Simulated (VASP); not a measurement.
# In (Pm-3m) in VASP: a series of runs, part 2 of 2

VASP 6.6.1. The steps go on from the part before.

## Step 4: Single point, PBE (volume scaled by 1.12)

Contents of INCAR:

```
SYSTEM = In
PREC = Accurate
ENCUT = 520
EDIFF = 1E-7
ISMEAR = -1
SIGMA = 0.1
LREAL = .False.
LASPH = .True.
NELM = 60
ALGO = Normal
ISIF = 2
LWAVE = .False.
LCHARG = .True.
GGA = PE
LELF = .True.
LVHAR = .True.
NBANDS = 12
```

Contents of KPOINTS:

```
regular mesh
0
Gamma
  11 11 11
  0 0 0
```

Contents of POSCAR:

```
In
1.0
    3.2099418881      0.0000000000      0.0000000000
    0.0000000000      3.2099418881      0.0000000000
    0.0000000000      0.0000000000      3.2099418881
In
1
Direct
    0.0000000000      0.0000000000      0.0000000000
```

Potentials or basis: VASP PAW PBE potentials, release 64 (In_d).

On the command line:

```bash
$ cat potpaw_PBE.64/In_d/POTCAR > POTCAR
$ mpirun -np 1 vasp_std > vasp.out
```

OUTCAR:

```text
SYSTEM = In
   PREC = Accurate
   ENCUT = 520
   EDIFF = 1E-7
   ISMEAR = -1
   LREAL = .False.
   LASPH = .True.
   NELM = 60
   ISIF = 2
   GGA = PE

 ion  position               nearest neighbor table
   1  0.000  0.000  0.000-

  LATTYP: Found a simple cubic cell.
 ALAT       =     3.2099418881

  Lattice vectors:

 A1 = (   3.2099418881,   0.0000000000,   0.0000000000)
 A2 = (   0.0000000000,   3.2099418881,   0.0000000000)
 A3 = (   0.0000000000,   0.0000000000,   3.2099418881)

Analysis of symmetry for initial positions (statically):
=====================================================================
 Subroutine PRICEL returns:
 Original cell was already a primitive cell.

 Routine SETGRP: Setting up the symmetry group for a
 simple cubic supercell.

 Subroutine GETGRP returns: Found 48 space group operations
 (whereof 48 operations were pure point group operations)
 out of a pool of 48 trial point group operations.

The static configuration has the point symmetry O_h .

Analysis of symmetry for dynamics (positions and initial velocities):
=====================================================================
 Subroutine PRICEL returns:
 Original cell was already a primitive cell.

 Routine SETGRP: Setting up the symmetry group for a
 simple cubic supercell.

 Subroutine GETGRP returns: Found 48 space group operations
 (whereof 48 operations were pure point group operations)
 out of a pool of 48 trial point group operations.

The dynamic configuration has the point symmetry O_h .

 Subroutine INISYM returns: Found 48 space group operations
 (whereof 48 operations are pure point group operations),
 and found     1 'primitive' translations

----------------------------------------------------------------------------------------

                                     Primitive cell

  volume of cell :      33.0744

[... 105 lines left out ...]
     AMIX     =   0.40;   BMIX     =  1.00
     AMIX_MAG =   1.60;   BMIX_MAG =  1.00
  volume/ion in A,a.u.               =      33.07       223.20
  Fermi-wavevector in a.u.,A,eV,Ry     =   1.199201  2.266162 19.566319  1.438084
  Thomas-Fermi vector in A             =   2.335070
   LORBIT       =      0    0 simple, 1 ext, 2 COOP (PROOUT), +10 PAW based schemes
   GGA     = PE    functional components
   LHFCALC =     F    Hartree Fock is set to
   AEXX    =    0.0000 exact exchange contribution
   IVDW    =     0    specifies the selected vdW correction
   LEPSILON=     F    determine dielectric tensor
   LRPA    =     F    only Hartree local field effects (RPA)
 non-spin polarized calculation
  energy-cutoff  :      520.00
  volume of cell :       33.07
 maximum number of plane-waves:       912
 NGX is ok and might be reduce to    24
   NGX = 11   NGY = 11   NGZ = 11

 number of electron      13.0000005 magnetization

 Free energy of the ion-electron system (eV)
  ---------------------------------------------------
  ext. energy  EPLUGINS =         0.00000000
  ---------------------------------------------------
  free energy    TOTEN  =        -2.44546376 eV

  energy without entropy =       -2.42455356  energy(sigma->0) =       -2.43500866

 E-fermi :   5.0438     XC(G=0):  -9.1065

 val. band max:        5.0170209831   @ k =   0.3636   0.2727   0.0909
 cond. band min:       5.0658701232   @ k =   0.4545   0.4545   0.0909
 fundamental gap:      0.0488491401
 Fermi energy:         5.0437969125

 k-point     1 :       0.0000    0.0000    0.0000
  band No.  band energies     occupation
      1      -9.7339      2.00000
      2      -9.7339      2.00000
      3      -9.2523      2.00000
      4      -9.2523      2.00000
      5      -9.2523      2.00000
      6      -3.1683      2.00000
      7      11.5618      0.00000
      8      11.5618      0.00000
      9      11.5618      0.00000
     10      14.6050      0.00000
     11      14.6050      0.00000
     12      15.3097      0.00000
[... 331 lines left out ...]
 k-point    24 :       0.2727    0.0909    0.0909
  band No.  band energies     occupation
      1      -9.6740      2.00000
      2      -9.5095      2.00000
      3      -9.3407      2.00000
      4      -9.3380      2.00000
      5      -9.2667      2.00000
      6      -1.8183      2.00000
      7       5.9750      0.00018
      8      11.2211      0.00000
      9      11.4264      0.00000
     10      17.0525      0.00000
     11      17.0978      0.00000
     12      18.9635      0.00000

 [... further k-points ...]
[... 5 lines left out ...]
  --------------------------------------------------------------------------------------
  -------------------------------------------------------------------------------------
  Total       -0.5296029     -0.5296029     -0.5296029      0.0000000     -0.0000000      0.0000000
  in kB      -25.6548468    -25.6548468    -25.6548468      0.0000000     -0.0000000      0.0000000
  external PRESSURE =     -25.6548468 kB  Pullay stress =       0.0000000 kB

 VOLUME and BASIS-vectors are now :
 -----------------------------------------------------------------------------
  energy-cutoff  :      520.00
  volume of cell :       33.07
      direct lattice vectors                 reciprocal lattice vectors
     3.209941888  0.000000000  0.000000000     0.311532120  0.000000000  0.000000000
     0.000000000  3.209941888  0.000000000     0.000000000  0.311532120  0.000000000
     0.000000000  0.000000000  3.209941888     0.000000000  0.000000000  0.311532120

 POSITION                                       TOTAL-FORCE (eV/Angst)
 -----------------------------------------------------------------------------------
      0.00000      0.00000      0.00000         0.000000      0.000000      0.000000
 -----------------------------------------------------------------------------------
    total drift:                                0.000000     -0.000000      0.000000

  FREE ENERGIE OF THE ION-ELECTRON SYSTEM (eV)
  ---------------------------------------------------
  free  energy   TOTEN  =        -2.4454637624 eV

  energy  without entropy=       -2.4245535614  energy(sigma->0) =       -2.43500866
```

OSZICAR:

```text
N       E                     dE             d eps       ncg     rms          rms(c)
DAV:   1     0.800969174710E+02    0.80097E+02   -0.63063E+03  1356   0.128E+03
DAV:   2     0.175361024349E+01   -0.78343E+02   -0.76620E+02  1392   0.286E+02
DAV:   3    -0.235429092290E+01   -0.41079E+01   -0.40940E+01  1648   0.663E+01
DAV:   4    -0.245549128377E+01   -0.10120E+00   -0.10117E+00  1688   0.108E+01
DAV:   5    -0.246099583453E+01   -0.55046E-02   -0.55044E-02  1880   0.211E+00    0.175E+00
DAV:   6    -0.244689868253E+01    0.14097E-01   -0.29379E-02  1676   0.318E+00    0.876E-01
DAV:   7    -0.244536568510E+01    0.15330E-02   -0.93557E-03  1700   0.163E+00    0.208E-01
DAV:   8    -0.244544931702E+01   -0.83632E-04   -0.80310E-04  1564   0.428E-01    0.255E-02
DAV:   9    -0.244546167863E+01   -0.12362E-04   -0.21790E-05  1704   0.525E-02    0.149E-02
DAV:  10    -0.244546361483E+01   -0.19362E-05   -0.29115E-06  1500   0.162E-02    0.277E-03
DAV:  11    -0.244546387063E+01   -0.25580E-06   -0.14241E-07  1316   0.444E-03    0.127E-03
DAV:  12    -0.244546376443E+01    0.10621E-06   -0.30192E-08   788   0.270E-03    0.235E-04
DAV:  13    -0.244546376238E+01    0.20459E-08   -0.71342E-09   728   0.907E-04
   1 F= -.24454638E+01 E0= -.24350087E+01  d E =-.209102E-01
```

stdout:

```text
POSCAR found type information on POSCAR In
 POSCAR found :  1 types and       1 ions
 scaLAPACK will be used
 LDA part: xc-table for (Slater+PW92), standard interpolation
 POSCAR, INCAR and KPOINTS ok, starting setup
 FFT: planning ... GRIDC
 FFT: planning ... GRID_SOFT
 FFT: planning ... GRID
 WAVECAR not read
 entering main loop
```

Run time: 8.5 s. Hardware: 1 thread of Intel Xeon Platinum 8559C (Emerald Rapids), shared host; peak memory 0.14 GiB.

Results:

| Quantity | Value |
| --- | --- |
| Free energy | -2.4455 eV |
| Pressure | -2.6 GPa |

Caveat: the cell differs from its parent crystal (volume scaled by 1.12); spin-orbit coupling is left out, which moves the levels of the heavy elements.

## Step 5: Relaxation of cell and atoms, PBE

This run uses another cell than the first one, of 28.24 Å³/atom, 0.919 times its volume.

Contents of INCAR:

```
ALGO = Normal
EDIFF = 1E-7
EDIFFG = -0.01
ENCUT = 600
GGA = PE
IBRION = 2
ISIF = 3
ISMEAR = -1
LASPH = T
LCHARG = F
LREAL = F
LWAVE = F
NELM = 80
NSW = 80
PREC = Accurate
SIGMA = 0.1
```

Contents of KPOINTS:

```
k-points
0
Gamma
  10 10 10
```

Contents of POSCAR:

```
In
1.0
    3.0450626401      0.0000000000      0.0000000000
    0.0000000000      3.0450626401      0.0000000000
    0.0000000000      0.0000000000      3.0450626401
In
1
Direct
    0.0000000000      0.0000000000      0.0000000000
```

On the command line:

```bash
$ cat potpaw_PBE.64/In_d/POTCAR > POTCAR
$ mpirun -np 1 vasp_std > vasp.out
```

It took 17 s on 1 thread of Intel Xeon Platinum 8559C (Emerald Rapids), shared host; peak memory 0.15 GiB.

Results (log left out):

```yaml
Free_energy: -2.4799 eV
Relaxed_volume: 29.55 Å³/atom
Relaxed_cell: a = 3.092 Å, b = 3.092 Å, c = 3.092 Å, α = 90.00°, β = 90.00°, γ = 90.00°
Space_group_after_relaxing_to_0.05_Å: Pm-3m (No. 221)
Energy_gained_by_relaxing: 6.4 meV/atom
Ionic_steps: 3
Pressure_after_relaxing: 0.0 GPa
```

Step by step:
```
step  energy change (eV)  largest force (eV/Å)  pressure (GPa)  volume (Å³)
   1              0.0000                0.0000            1.65        28.24
   2             -0.0064                0.0000            0.12        29.44
   3             -0.0064                0.0000           -0.01        29.55
```

Final structure:
```
In
1.0
     3.09171    0.00000    0.00000
     0.00000    3.09171    0.00000
     0.00000    0.00000    3.09171
In
1
Direct
  0.00000 0.00000 0.00000
```

Levels at points of the mesh, in eV from the Fermi level:
```tsv
k point	band 3	band 4	band 5	band 6	band 7	band 8	band 9	band 10
(0.00, 0.00, 0.00)	-14.30	-14.30	-14.30	-8.84	7.05	7.05	7.05	10.20
(0.50, 0.00, 0.00)	-14.47	-14.47	-14.28	-5.39	-3.26	9.97	9.97	12.53
(0.50, 0.50, 0.00)	-14.45	-14.45	-14.11	-1.80	-0.60	-0.60	3.83	13.29
(0.50, 0.50, 0.50)	-14.70	-14.10	-14.10	2.00	2.00	2.00	2.40	7.03
```

Caveat: spin-orbit coupling is left out, which moves the levels of the heavy elements.

## Step 6: Single point, PBE

This run uses another cell than the first one, of 29.53 Å³/atom, 0.962 times its volume.

Contents of INCAR:

```
ALGO = Normal
EDIFF = 1E-7
ENCUT = 520
GGA = PE
ISIF = 2
ISMEAR = -1
LASPH = True
LCHARG = False
LREAL = False
LWAVE = False
NBANDS = 12
NELM = 60
PREC = Accurate
SIGMA = 0.1
```

Contents of KPOINTS:

```
k-points
0
Gamma
  17 17 17
```

Contents of POSCAR:

```
In
1.0
    3.0909441833      0.0000000000      0.0000000000
    0.0000000000      3.0909441833      0.0000000000
    0.0000000000      0.0000000000      3.0909441833
In
1
Direct
    0.0000000000      0.0000000000      0.0000000000
```

Potentials or basis: VASP PAW PBE potentials, release 64 (In_d).

On the command line:

```bash
$ cat potpaw_PBE.64/In_d/POTCAR > POTCAR
$ mpirun -np 1 vasp_std > vasp.out
```

OUTCAR:

```text
EDIFF = 1E-7
   ENCUT = 520
   GGA = PE
   ISIF = 2
   ISMEAR = -1
   LASPH = True
   LREAL = False
   NELM = 60
   PREC = Accurate

 ion  position               nearest neighbor table
   1  0.000  0.000  0.000-

  LATTYP: Found a simple cubic cell.
 ALAT       =     3.0909441833

  Lattice vectors:

 A1 = (   3.0909441833,   0.0000000000,   0.0000000000)
 A2 = (   0.0000000000,   3.0909441833,   0.0000000000)
 A3 = (   0.0000000000,   0.0000000000,   3.0909441833)

Analysis of symmetry for initial positions (statically):
=====================================================================
 Subroutine PRICEL returns:
 Original cell was already a primitive cell.

 Routine SETGRP: Setting up the symmetry group for a
 simple cubic supercell.

 Subroutine GETGRP returns: Found 48 space group operations
 (whereof 48 operations were pure point group operations)
 out of a pool of 48 trial point group operations.

The static configuration has the point symmetry O_h .

Analysis of symmetry for dynamics (positions and initial velocities):
=====================================================================
 Subroutine PRICEL returns:
 Original cell was already a primitive cell.

 Routine SETGRP: Setting up the symmetry group for a
 simple cubic supercell.

 Subroutine GETGRP returns: Found 48 space group operations
 (whereof 48 operations were pure point group operations)
 out of a pool of 48 trial point group operations.

The dynamic configuration has the point symmetry O_h .

 Subroutine INISYM returns: Found 48 space group operations
 (whereof 48 operations are pure point group operations),
 and found     1 'primitive' translations

----------------------------------------------------------------------------------------

                                     Primitive cell

  volume of cell :      29.5307

  direct lattice vectors                    reciprocal lattice vectors
     3.090944183  0.000000000  0.000000000     0.323525739  0.000000000  0.000000000
     0.000000000  3.090944183  0.000000000     0.000000000  0.323525739  0.000000000
[... 108 lines left out ...]
   GGA     = PE    functional components
   LHFCALC =     F    Hartree Fock is set to
   AEXX    =    0.0000 exact exchange contribution
   IVDW    =     0    specifies the selected vdW correction
   LEPSILON=     F    determine dielectric tensor
   LRPA    =     F    only Hartree local field effects (RPA)
 non-spin polarized calculation
  energy-cutoff  :      520.00
  volume of cell :       29.53
 maximum number of plane-waves:       813
 NGX is ok and might be reduce to    24
   NGX = 11   NGY = 11   NGZ = 11

 number of electron      12.9999985 magnetization

 Free energy of the ion-electron system (eV)
  ---------------------------------------------------
  ext. energy  EPLUGINS =         0.00000000
  ---------------------------------------------------
  free energy    TOTEN  =        -2.47491961 eV

  energy without entropy =       -2.45750562  energy(sigma->0) =       -2.46621262

 E-fermi :   6.0782     XC(G=0):  -9.6097

 val. band max:        6.0725426788   @ k =   0.4706   0.4706   0.1765
 cond. band min:       6.0807548418   @ k =   0.4118   0.4118   0.1176
 fundamental gap:      0.0082121630
 Fermi energy:         6.0781548467

 k-point     1 :       0.0000    0.0000    0.0000
  band No.  band energies     occupation
      1      -8.8349      2.00000
      2      -8.8349      2.00000
      3      -8.1868      2.00000
      4      -8.1868      2.00000
      5      -8.1868      2.00000
      6      -2.7398      2.00000
      7      13.1653      0.00000
      8      13.1653      0.00000
      9      13.1653      0.00000
     10      16.3151      0.00000
     11      16.3151      0.00000
     12      17.3465      0.00000
[... 331 lines left out ...]
 k-point    24 :       0.4706    0.1176    0.0000
  band No.  band energies     occupation
      1      -8.7507      2.00000
      2      -8.3997      2.00000
      3      -8.3593      2.00000
      4      -8.3517      2.00000
      5      -8.1942      2.00000
      6       0.8153      2.00000
      7       3.2184      2.00000
      8      13.8650      0.00000
      9      16.3225      0.00000
     10      16.4096      0.00000
     11      18.7824      0.00000
     12      20.4164      0.00000

 [... further k-points ...]
[... 5 lines left out ...]
  --------------------------------------------------------------------------------------
  -------------------------------------------------------------------------------------
  Total        0.0079896      0.0079896      0.0079896      0.0000000      0.0000000     -0.0000000
  in kB        0.4334739      0.4334739      0.4334739      0.0000000      0.0000000     -0.0000000
  external PRESSURE =       0.4334739 kB  Pullay stress =       0.0000000 kB

 VOLUME and BASIS-vectors are now :
 -----------------------------------------------------------------------------
  energy-cutoff  :      520.00
  volume of cell :       29.53
      direct lattice vectors                 reciprocal lattice vectors
     3.090944183  0.000000000  0.000000000     0.323525739  0.000000000  0.000000000
     0.000000000  3.090944183  0.000000000     0.000000000  0.323525739  0.000000000
     0.000000000  0.000000000  3.090944183     0.000000000  0.000000000  0.323525739

 POSITION                                       TOTAL-FORCE (eV/Angst)
 -----------------------------------------------------------------------------------
      0.00000      0.00000      0.00000         0.000000      0.000000      0.000000
 -----------------------------------------------------------------------------------
    total drift:                                0.000000     -0.000000      0.000000

  FREE ENERGIE OF THE ION-ELECTRON SYSTEM (eV)
  ---------------------------------------------------
  free  energy   TOTEN  =        -2.4749196133 eV

  energy  without entropy=       -2.4575056169  energy(sigma->0) =       -2.46621262
```

Wall time 20 s (1 thread of Intel Xeon Platinum 8559C (Emerald Rapids), shared host); peak memory 0.17 GiB.

What came out:

```yaml
Free_energy: -2.4749 eV
Pressure: 0.0 GPa
```

Levels at points of the mesh, in eV from the Fermi level:
```csv
k point,band 3,band 4,band 5,band 6,band 7,band 8,band 9,band 10
"(0.00, 0.00, 0.00)",-14.26,-14.26,-14.26,-8.82,7.09,7.09,7.09,10.24
```

Caveat: spin-orbit coupling is left out, which moves the levels of the heavy elements.

## Step 7: Overview

```tsv
task	cell	k mesh	cutoff (eV)	gap on the mesh (eV)	pressure (GPa)
single point	a = 3.132 Å, 1 atom	11 × 11 × 11	520	none	-1.0
single point	a = 3.171 Å, 1 atom	11 × 11 × 11	520	none	-1.9
single point	a = 3.210 Å, 1 atom	11 × 11 × 11	520	none	-2.6
relaxation of cell and atoms	relaxed from a = 3.045 Å, 1 atom	10 × 10 × 10	600	none	0.0
single point	a = 3.091 Å, 1 atom	17 × 17 × 17	520	none	0.0
```

Alike in all rows: level PBE; potentials or basis VASP PAW PBE potentials, release 64 (In_d); no spin polarisation; smearing fermi-dirac 0.1 eV.

Caveats: spin-orbit coupling is left out, which moves the levels of the heavy elements.

Absolute energies hang on the potentials; compare differences alone.
